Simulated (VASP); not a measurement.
## Ta: electric field gradients with LDA

The system is Ta.

```
CELL_PARAMETERS angstrom
2.96696 0.00000 0.00000
-1.48348 2.56946 0.00000
0.00000 0.00000 4.80647
ATOMIC_POSITIONS crystal
Ta 0.23333 0.61667 0.17500
Ta 0.76667 0.38333 0.82500
```

This cell differs from its parent crystal: shortest bond scaled by 0.7.

```yaml
Program: VASP 6.6.1
Task: electric field gradients
Functional: LDA
Potentials_or_basis: VASP PAW LDA potentials, release 64 (Ta_pv)
Cutoff: 520 eV
k_mesh: 12 × 12 × 6
Occupations: fermi-dirac, width 0.05 eV
Spin: no spin polarisation
Dipole_correction: no
Further_INCAR_settings: ALGO = Normal; EDIFF = 1e-08; NBANDS = 18
```

The pressure is 39.0 GPa. The largest force is 10.903 eV/Å and the band gap on the k mesh is zero (band 11 reaches 6.70 eV, above the bottom of band 12 at 4.65 eV).

Forces on the atoms (eV/Å):
```
Ta    3.345   1.931  10.196
Ta   -3.345  -1.931 -10.196
```

Stress tensor (GPa, compression positive):
```
31.83  1.29 21.94
 1.29 30.35 12.67
21.94 12.67 54.69
```

Levels at points of the mesh, in eV from the Fermi level:
```csv
k point,band 7,band 8,band 9,band 10,band 11,band 12,band 13,band 14,band 15,band 16
"(0.00, 0.00, 0.00)",-7.78,-5.22,-2.20,-1.02,-0.81,-0.41,1.61,2.34,5.02,5.04
"(0.50, 0.00, 0.00)",-5.13,-3.04,-1.34,-0.31,-0.18,0.01,1.58,4.38,5.79,6.19
"(0.00, 0.50, 0.00)",-5.05,-4.30,-2.91,-0.58,0.12,0.76,3.98,4.49,5.55,5.84
"(0.00, 0.00, 0.50)",-6.66,-5.38,-3.19,-1.21,-1.00,-0.11,0.03,2.09,5.31,5.77
"(0.50, 0.00, 0.50)",-5.16,-3.95,-2.61,-0.04,0.20,2.40,2.56,4.44,4.58,5.07
"(0.00, 0.50, 0.50)",-5.01,-4.08,-2.95,-1.78,1.27,1.67,3.19,4.57,4.67,5.96
```

Electric field gradients, principal values (V/Å²):
```
atom     least    middle  greatest (by size)
1 Ta  -220.468  -247.725             468.192
2 Ta  -220.468  -247.725             468.192
```

It took 78 s on 1 thread of Intel Xeon 6975P-C, with other jobs on the host, peak memory 0.25 GiB.

Caveat: the cell differs from its parent crystal (shortest bond scaled by 0.7); without QUAD_EFG the Cq values of the log hold for a quadrupole moment of 1 mb, not for the nuclei; spin-orbit coupling is left out, which moves the levels of the heavy elements; forces of over 1 eV/Å act on the atoms, so gaps and moduli don't describe the material at rest.
